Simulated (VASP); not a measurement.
## Mo: relaxation of cell and atoms with PBE

Crystal: Mo.

```
Mo
1.0
     2.36027    0.00000    0.00000
     0.00000    2.36027    0.00000
     0.00000    0.00000    2.36027
Mo
1
Direct
  0.00000 0.00000 0.00000
```

This isn't the form of Mo at room conditions, which is bcc.

```yaml
Program: VASP 6.6.1
Task: relaxation of cell and atoms
Functional: PBE
Potentials_or_basis: VASP PAW PBE potentials, release 64 (Mo_sv)
Cutoff: 500 eV
k_mesh: 16 × 16 × 16
Occupations: fermi-dirac, width 0.08 eV
Spin: no spin polarisation
Target_pressure: 100 GPa
Dipole_correction: no
Further_INCAR_settings: ALGO = Normal; EDIFF = 1e-07; IBRION = 2; EDIFFG = -0.005; NSW = 32; ISIF = 3
```

```yaml
Relaxed_volume: 13.20 Å³/atom
Relaxed_cell: a = 2.363 Å, b = 2.363 Å, c = 2.363 Å, α = 90.00°, β = 90.00°, γ = 90.00°
Space_group_after_relaxing_to_0.1_Å: Pm-3m (No. 221)
Energy_change_on_relaxing_the_run_minimises_the_enthalpy: -33.6 meV/atom
Ionic_steps: 3
Pressure_after_relaxing: 100.0 GPa
Band_gap_on_the_k_mesh: zero (bands 7 and 8 overlap by 2.99 eV)
```

The path:
```tsv
step	energy change (eV)	largest force (eV/Å)	pressure (GPa)	volume (Å³)
1	0.0000	0.0000	102.23	13.15
2	-0.2081	0.0000	88.17	13.50
3	-0.0336	0.0000	99.99	13.20
```

Final structure:
```cif
data_structure
_symmetry_space_group_name_H-M 'P 1'
_symmetry_Int_Tables_number 1
_cell_length_a 2.3635
_cell_length_b 2.3635
_cell_length_c 2.3635
_cell_angle_alpha 90.000
_cell_angle_beta 90.000
_cell_angle_gamma 90.000
_cell_volume 13.20
loop_
_atom_site_label
_atom_site_type_symbol
_atom_site_fract_x
_atom_site_fract_y
_atom_site_fract_z
_atom_site_occupancy
Mo1 Mo 0.00000 0.00000 0.00000 1
```

Levels at points of the mesh, in eV from the Fermi level:
```tsv
k point	band 3	band 4	band 5	band 6	band 7	band 8	band 9	band 10	band 11
(0.00, 0.00, 0.00)	-33.79	-33.79	-7.24	-5.94	-5.94	5.63	5.63	5.63	18.15
(0.50, 0.00, 0.00)	-33.46	-33.46	-4.65	-3.86	0.52	0.66	0.66	6.16	13.07
(0.50, 0.50, 0.00)	-36.50	-33.16	-7.87	-2.74	1.70	1.70	7.71	7.71	9.00
(0.50, 0.50, 0.50)	-36.03	-36.03	-5.63	-5.63	-5.63	6.85	9.37	9.37	17.71
```

It took 47 s on 1 thread of Intel Xeon 8259CL (shared host), peak memory 0.14 GiB.

Caveat: the cell is relaxed towards a set pressure, so the run minimises the enthalpy, not the energy.
